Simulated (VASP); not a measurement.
AlRu: single point with PBE

The system is AlRu.

```
Al Ru
1.0
     0.00000    6.00688    6.00688
     6.00688    0.00000    6.00688
     6.00688    6.00688    0.00000
Al Ru
16 16
Direct
  0.00000 0.00000 0.00000
  0.25000 0.25000 0.25000
  0.00000 0.00000 0.50000
  0.25000 0.25000 0.75000
  0.00000 0.50000 0.00000
  0.25000 0.75000 0.25000
  0.00000 0.50000 0.50000
  0.25000 0.75000 0.75000
  0.50000 0.00000 0.00000
  0.75000 0.25000 0.25000
  0.50000 0.00000 0.50000
  0.75000 0.25000 0.75000
  0.50000 0.50000 0.00000
  0.75000 0.75000 0.25000
  0.50000 0.50000 0.50000
  0.75000 0.75000 0.75000
  0.12500 0.12500 0.12500
  0.37500 0.37500 0.37500
  0.12500 0.12500 0.62500
  0.37500 0.37500 0.87500
  0.12500 0.62500 0.12500
  0.37500 0.87500 0.37500
  0.12500 0.62500 0.62500
  0.37500 0.87500 0.87500
  0.62500 0.12500 0.12500
  0.87500 0.37500 0.37500
  0.62500 0.12500 0.62500
  0.87500 0.37500 0.87500
  0.62500 0.62500 0.12500
  0.87500 0.87500 0.37500
  0.62500 0.62500 0.62500
  0.87500 0.87500 0.87500
```

* Program: VASP 6.6.1
* Task: single point
* Functional: PBE
* Potentials or basis: VASP PAW PBE potentials, release 64 (Al, Ru_pv)
* Cutoff: 520 eV
* k mesh: 4 × 4 × 4
* Occupations: methfessel-paxton, width 0.1 eV
* Spin: no spin polarisation
* Dipole correction: no
* Further INCAR settings: LREAL = Auto; ALGO = Normal; EDIFF = 1e-06; NBANDS = 158

```
Pressure               : 0.0 GPa
Band gap on the k mesh : zero (bands 136 and 137 overlap by 0.52 eV)
```

Levels at points of the mesh, in eV from the Fermi level:
| k point | band 131 | band 132 | band 133 | band 134 | band 135 | band 136 | band 137 | band 138 | band 139 | band 140 |
| --- | --- | --- | --- | --- | --- | --- | --- | --- | --- | --- |
| (0.00, 0.00, 0.00) | -1.21 | -1.21 | -1.21 | -1.21 | -1.21 | 0.11 | 0.11 | 0.11 | 0.36 | 0.36 |
| (0.50, 0.00, 0.00) | -0.49 | -0.49 | -0.28 | -0.28 | -0.28 | -0.28 | -0.28 | -0.28 | 0.07 | 0.07 |
| (0.50, 0.50, 0.00) | -0.51 | -0.51 | -0.51 | -0.51 | 0.23 | 0.23 | 0.64 | 0.64 | 0.64 | 0.64 |

Run time: 16 min on 1 thread of Oxide Virtual Turin-like Processor, with other jobs on the host, peak memory 0.72 GiB.
